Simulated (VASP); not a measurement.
# LiH (Pm-3m) in VASP: a series of runs

LiH is run at these levels: PBEsol; tasks: single point.

All numbers are computed with VASP 6.6.1; they aren't measurements. Logs are shortened: lines on timing, memory, paths and dates and some standing lists are left out, and cuts for length are marked.

## Step 1: The cell of the first run

The structure is cubic, space group Pm-3m (No. 221). Conventional cell: a = 2.502 Å, b = 2.502 Å, c = 2.502 Å, α = 90.00°, β = 90.00°, γ = 90.00°. Within 2.9 Å of Li (site symmetry m-3m) lie 8 H at 2.17 Å and 6 Li at 2.50 Å. Within 2.9 Å of H (site symmetry m-3m) lie 8 Li at 2.17 Å and 6 H at 2.50 Å.

## Step 2: Single point, PBEsol

Contents of INCAR:

```
SYSTEM = LiH
ALGO = Normal ; EDIFF = 1E-6
ENCUT = 750 ; GGA = PS
GGA_COMPAT = .False. ; ISIF = 2
ISMEAR = -1 ; LASPH = .True.
LCHARG = .True. ; LELF = .True.
LREAL = .False. ; LVHAR = .True.
LWAVE = .False. ; NBANDS = 9
NELM = 120 ; PREC = Accurate
SIGMA = 0.05
```

Contents of KPOINTS:

```
k-points
0
Gamma
  8 8 8
  0 0 0
```

Contents of POSCAR:

```
LiH
1.0
    2.5016587118      0.0000000000      0.0000000000
    0.0000000000      2.5016587118      0.0000000000
    0.0000000000      0.0000000000      2.5016587118
Li H
1 1
Direct
    0.0000000000      0.0000000000      0.0000000000
    0.5000000000      0.5000000000      0.5000000000
```

Potentials or basis: VASP PAW PBE potentials, release 64 (Li_sv, H).

Run with:

```console
> cat potpaw_PBE.64/Li_sv/POTCAR potpaw_PBE.64/H/POTCAR > POTCAR
> mpirun -np 1 vasp_std > vasp.out
```

OUTCAR:

```text
SYSTEM = LiH
   EDIFF = 1E-6
   ENCUT = 750
   GGA = PS
   ISIF = 2
   ISMEAR = -1
   LASPH = .True.
   LREAL = .False.
   NELM = 120
   PREC = Accurate

 ion  position               nearest neighbor table
   1  0.000  0.000  0.000-
   2  0.500  0.500  0.500-

  LATTYP: Found a simple cubic cell.
 ALAT       =     2.5016587118

  Lattice vectors:

 A1 = (   2.5016587118,   0.0000000000,   0.0000000000)
 A2 = (   0.0000000000,   2.5016587118,   0.0000000000)
 A3 = (   0.0000000000,   0.0000000000,   2.5016587118)

Analysis of symmetry for initial positions (statically):
=====================================================================
 Subroutine PRICEL returns:
 Original cell was already a primitive cell.

 Routine SETGRP: Setting up the symmetry group for a
 simple cubic supercell.

 Subroutine GETGRP returns: Found 48 space group operations
 (whereof 48 operations were pure point group operations)
 out of a pool of 48 trial point group operations.

The static configuration has the point symmetry O_h .

Analysis of symmetry for dynamics (positions and initial velocities):
=====================================================================
 Subroutine PRICEL returns:
 Original cell was already a primitive cell.

 Routine SETGRP: Setting up the symmetry group for a
 simple cubic supercell.

 Subroutine GETGRP returns: Found 48 space group operations
 (whereof 48 operations were pure point group operations)
 out of a pool of 48 trial point group operations.

The dynamic configuration has the point symmetry O_h .

 Subroutine INISYM returns: Found 48 space group operations
 (whereof 48 operations are pure point group operations),
 and found     1 'primitive' translations

----------------------------------------------------------------------------------------

                                     Primitive cell

  volume of cell :      15.6561

  direct lattice vectors                    reciprocal lattice vectors
     2.501658712  0.000000000  0.000000000     0.399734782  0.000000000  0.000000000
     0.000000000  2.501658712  0.000000000     0.000000000  0.399734782  0.000000000
     0.000000000  0.000000000  2.501658712     0.000000000  0.000000000  0.399734782

  length of vectors
     2.501658712  2.501658712  2.501658712     0.399734782  0.399734782  0.399734782

  position of ions in fractional coordinates (direct lattice)
     0.000000000  0.000000000  0.000000000
     0.500000000  0.500000000  0.500000000

  ion indices of the primitive-cell ions
   primitive index   ion index
                 1           1
                 2           2

----------------------------------------------------------------------------------------

 KPOINTS: k-points

Automatic generation of k-mesh.
 Grid dimensions read from file:
 generate k-points for:    8    8    8

 Generating k-lattice:

  Cartesian coordinates                     Fractional coordinates (reciprocal lattice)
     0.049966848  0.000000000  0.000000000     0.125000000  0.000000000  0.000000000
     0.000000000  0.049966848  0.000000000     0.000000000  0.125000000  0.000000000
     0.000000000  0.000000000  0.049966848     0.000000000  0.000000000  0.125000000

  Length of vectors
     0.049966848  0.049966848  0.049966848

  Shift w.r.t. Gamma in fractional coordinates (k-lattice)
     0.000000000  0.000000000  0.000000000

 Subroutine IBZKPT returns following result:
 ===========================================

 Found     35 irreducible k-points:

 Following reciprocal coordinates:
            Coordinates               Weight
  0.000000  0.000000  0.000000      1.000000
  0.125000  0.000000  0.000000      6.000000
  0.250000  0.000000  0.000000      6.000000
  0.375000  0.000000  0.000000      6.000000
  0.500000  0.000000  0.000000      3.000000
  0.125000  0.125000  0.000000     12.000000
[... 16 lines left out ...]
  0.375000  0.375000  0.125000     24.000000
  0.500000  0.375000  0.125000     24.000000
 [... further k-points ...]
   k-points           NKPTS =     35   k-points in BZ     NKDIM =     35   number of bands    NBANDS=      9
   number of dos      NEDOS =    301   number of ions     NIONS =      2
   total plane-waves  NPLWV =  13824
   dimension x,y,z NGX =    24 NGY =   24 NGZ =   24
   dimension x,y,z NGXF=    48 NGYF=   48 NGZF=   48
   ions per type =               1   1
   NGX,Y,Z   is equivalent  to a cutoff of  15.95, 15.95, 15.95 a.u.
   NGXF,Y,Z  is equivalent  to a cutoff of  31.90, 31.90, 31.90 a.u.
 SYSTEM =  LiH
   PREC   = accura    normal or accurate (medium, high low for compatibility)
   ISTART =      0    job   : 0-new  1-cont  2-samecut
   ICHARG =      2    charge: 1-file 2-atom 10-const
   ISPIN  =      1    spin polarized calculation?
   LNONCOLLINEAR =      F non collinear calculations
   LSORBIT =      F    spin-orbit coupling
   LASPH  =      T    aspherical Exc in radial PAW
   ENCUT  =  750.0 eV  55.12 Ry    7.42 a.u.   5.59  5.59  5.59*2*pi/ulx,y,z
   NELM   =    120;   NELMIN=  2; NELMDL= -5     # of ELM steps
   EDIFF  = 0.1E-05   stopping-criterion for ELM
   LREAL  =      F    real-space projection
   EDIFFG = 0.1E-04   stopping-criterion for IOM
   NSW    =      0    number of steps for IOM
   IBRION =     -1    ionic relax: 0-MD 1-quasi-New 2-CG
   NFREE  =      0    steps in history (QN), initial steepest desc. (CG)
   ISIF   =      2    stress and relaxation
   ISYM   =      2    0-nonsym 1-usesym 2-fastsym
   POTIM  = 0.5000    time-step for ionic-motion
   TEBEG  =    0.0;   TEEND  =   0.0 temperature during run
   PSTRESS=    0.0 pullay stress
   NELECT =       4.0000    total number of electrons
   NUPDOWN=      -1.0000    fix difference up-down
   EMIN   =  10.00;   EMAX   =-10.00  energy-range for DOS
   EFERMI =   0.00;   METHOD = LEGACY
   ISMEAR =    -1;   SIGMA  =   0.05  broadening in eV -4-tet -1-fermi 0-gaus
   EFERMI_NEDOS =   21; number of points for ismear=-14 and -15
   IALGO  =     38    algorithm
   IMIX   =      4    mixing-type and parameters
     AMIX     =   0.40;   BMIX     =  1.00
     AMIX_MAG =   1.60;   BMIX_MAG =  1.00
  volume/ion in A,a.u.               =       7.83        52.83
  Fermi-wavevector in a.u.,A,eV,Ry     =   1.038804  1.963054 14.682222  1.079113
  Thomas-Fermi vector in A             =   2.173305
   LORBIT       =      0    0 simple, 1 ext, 2 COOP (PROOUT), +10 PAW based schemes
   GGA     = PS    functional components
   LHFCALC =     F    Hartree Fock is set to
   AEXX    =    0.0000 exact exchange contribution
   IVDW    =     0    specifies the selected vdW correction
   LEPSILON=     F    determine dielectric tensor
   LRPA    =     F    only Hartree local field effects (RPA)
 non-spin polarized calculation
  energy-cutoff  :      750.00
  volume of cell :       15.66
 maximum number of plane-waves:       743
 NGX is ok and might be reduce to    24
   NGX = 11   NGY = 11   NGZ = 11

 number of electron       4.0000000 magnetization

 Free energy of the ion-electron system (eV)
  ---------------------------------------------------
  ext. energy  EPLUGINS =         0.00000000
  ---------------------------------------------------
  free energy    TOTEN  =        -5.66752203 eV

  energy without entropy =       -5.66746916  energy(sigma->0) =       -5.66749559

 E-fermi :   3.8662     XC(G=0):  -8.7408

 val. band max:        3.6783080022   @ k =   0.5000   0.5000   0.5000
 cond. band min:       4.1316622806   @ k =   0.5000   0.0000   0.0000
 fundamental gap:      0.4533542784
 Fermi energy:         3.8662281859

 k-point     1 :       0.0000    0.0000    0.0000
  band No.  band energies     occupation
      1     -43.8945      2.00000
      2      -5.3355      2.00000
      3      15.4211      0.00000
      4      15.4211      0.00000
      5      15.4211      0.00000
      6      16.1957      0.00000
      7      18.4615      0.00000
      8      18.4615      0.00000
      9      35.1677      0.00000

 k-point     2 :       0.1250    0.0000    0.0000
  band No.  band energies     occupation
      1     -43.8862      2.00000
      2      -5.0985      2.00000
      3      11.8316      0.00000
      4      15.7726      0.00000
      5      15.7726      0.00000
      6      16.2174      0.00000
      7      18.8344      0.00000
      8      22.5500      0.00000
      9      32.9207      0.00000

 k-point     3 :       0.2500    0.0000    0.0000
  band No.  band energies     occupation
      1     -43.8661      2.00000
      2      -4.4344      2.00000
      3       8.0371      0.00000
      4      15.7176      0.00000
      5      16.8098      0.00000
      6      16.8098      0.00000
      7      19.9507      0.00000
      8      28.2878      0.00000
      9      28.8931      0.00000

 k-point     4 :       0.3750    0.0000    0.0000
  band No.  band energies     occupation
      1     -43.8459      2.00000
      2      -3.5528      2.00000
      3       5.2530      0.00000
      4      15.2180      0.00000
      5      18.4257      0.00000
      6      18.4257      0.00000
      7      21.7932      0.00000
      8      25.2549      0.00000
      9      25.2549      0.00000
[... 205 lines left out ...]
 k-point    22 :       0.5000    0.2500    0.1250
  band No.  band energies     occupation
      1     -43.8051      2.00000
      2      -1.3943      2.00000
      3       4.7241      0.00000
      4      10.1598      0.00000
      5      14.1676      0.00000
      6      18.1949      0.00000
      7      20.8910      0.00000
      8      27.7011      0.00000
      9      28.5673      0.00000

 k-point    23 :       0.3750    0.3750    0.1250
  band No.  band energies     occupation
      1     -43.7948      2.00000
      2      -0.7344      2.00000
      3       6.0567      0.00000
      4       7.3046      0.00000
      5      12.9891      0.00000
      6      18.9700      0.00000
      7      22.4846      0.00000
      8      24.0289      0.00000
      9      28.0763      0.00000

 k-point    24 :       0.5000    0.3750    0.1250
  band No.  band energies     occupation
      1     -43.7874      2.00000
      2       0.1125      2.00000
      3       5.1283      0.00000
      4       7.0306      0.00000
      5      12.6037      0.00000
      6      19.4242      0.00000
      7      21.9377      0.00000
      8      25.2119      0.00000
      9      25.5290      0.00000

 [... further k-points ...]

------------------------ aborting loop because EDIFF is reached ----------------------------------------

  FORCE on cell =-STRESS in cart. coord.  units (eV):
  Direction    XX          YY          ZZ          XY          YZ          ZX
  --------------------------------------------------------------------------------------
  -------------------------------------------------------------------------------------
  Total       -0.0473721     -0.0473721     -0.0473721      0.0000000     -0.0000000     -0.0000000
  in kB       -4.8478471     -4.8478471     -4.8478471      0.0000000     -0.0000000     -0.0000000
  external PRESSURE =      -4.8478471 kB  Pullay stress =       0.0000000 kB

 VOLUME and BASIS-vectors are now :
 -----------------------------------------------------------------------------
  energy-cutoff  :      750.00
  volume of cell :       15.66
      direct lattice vectors                 reciprocal lattice vectors
     2.501658712  0.000000000  0.000000000     0.399734782  0.000000000  0.000000000
     0.000000000  2.501658712  0.000000000     0.000000000  0.399734782  0.000000000
     0.000000000  0.000000000  2.501658712     0.000000000  0.000000000  0.399734782

 POSITION                                       TOTAL-FORCE (eV/Angst)
 -----------------------------------------------------------------------------------
      0.00000      0.00000      0.00000         0.000000      0.000000      0.000000
      1.25083      1.25083      1.25083         0.000000      0.000000      0.000000
 -----------------------------------------------------------------------------------
    total drift:                                0.000000      0.000000     -0.000000

  FREE ENERGIE OF THE ION-ELECTRON SYSTEM (eV)
  ---------------------------------------------------
  free  energy   TOTEN  =        -5.6675220286 eV

  energy  without entropy=       -5.6674691601  energy(sigma->0) =       -5.66749559
```

Run time: 5 s. Hardware: 1 thread of Intel Xeon Platinum 8259CL at 2.50GHz (Skylake/Cascade Lake), shared host; peak memory 0.13 GiB.

What came out:

```
Free energy            : -5.6675 eV
Pressure               : -0.5 GPa
Band gap on the k mesh : 0.45 eV (least direct gap 4.02 eV)
```

Caveat: the PAW data sets were made with another functional, which shifts forces and pressure a little.

## Step 3: Single point, PBEsol

Contents of INCAR:

```
SYSTEM = LiH
PREC     = Accurate       ! precision mode
ENCUT    = 750            ! plane-wave cutoff, eV
EDIFF    = 1E-6           ! SCF threshold, eV
ISMEAR   = 1              ! smearing method
SIGMA    = 0.2            ! smearing width, eV
LREAL    = .False.        ! projectors in reciprocal space
LASPH    = .True.         ! aspherical terms in the spheres
NELM     = 120            ! most SCF steps
ALGO     = Normal         ! electronic algorithm
ISIF     = 2              ! what is computed and relaxed
LWAVE    = .False.        ! write WAVECAR
LCHARG   = .False.        ! write CHGCAR
GGA      = PS             ! functional
NBANDS   = 9              ! bands
GGA_COMPAT= .False.
```

Contents of KPOINTS:

```
Automatic mesh
0
Gamma
  8 8 8
  0 0 0
```

POSCAR is that of step 2.

Potentials or basis: VASP PAW PBE potentials, release 64 (Li_sv, H).

Run with:

```console
> cat potpaw_PBE.64/Li_sv/POTCAR potpaw_PBE.64/H/POTCAR > POTCAR
> mpirun -np 1 vasp_std > vasp.out
```

Run time: 5.3 s. Hardware: 1 thread of Intel Xeon Platinum 8259CL at 2.50GHz (Skylake/Cascade Lake), shared host; peak memory 0.13 GiB.

Results (log left out):

```yaml
Free_energy: -5.6672 eV
Pressure: -0.5 GPa
Band_gap_on_the_k_mesh: 0.45 eV (least direct gap 4.02 eV)
```

Levels at points of the mesh, in eV from the valence-band top:
| k point | band 1 | band 2 | band 3 | band 4 | band 5 |
| --- | --- | --- | --- | --- | --- |
| (0.00, 0.00, 0.00) | -47.57 | -9.01 | 11.74 | 11.74 | 11.74 |
| (0.50, 0.00, 0.00) | -47.52 | -6.74 | 0.45 | 11.34 | 16.03 |
| (0.50, 0.50, 0.00) | -47.47 | -2.74 | 1.27 | 1.27 | 8.84 |
| (0.50, 0.50, 0.50) | -47.42 | 0.00 | 6.15 | 6.15 | 6.15 |

Caveat: the PAW data sets were made with another functional, which shifts forces and pressure a little.
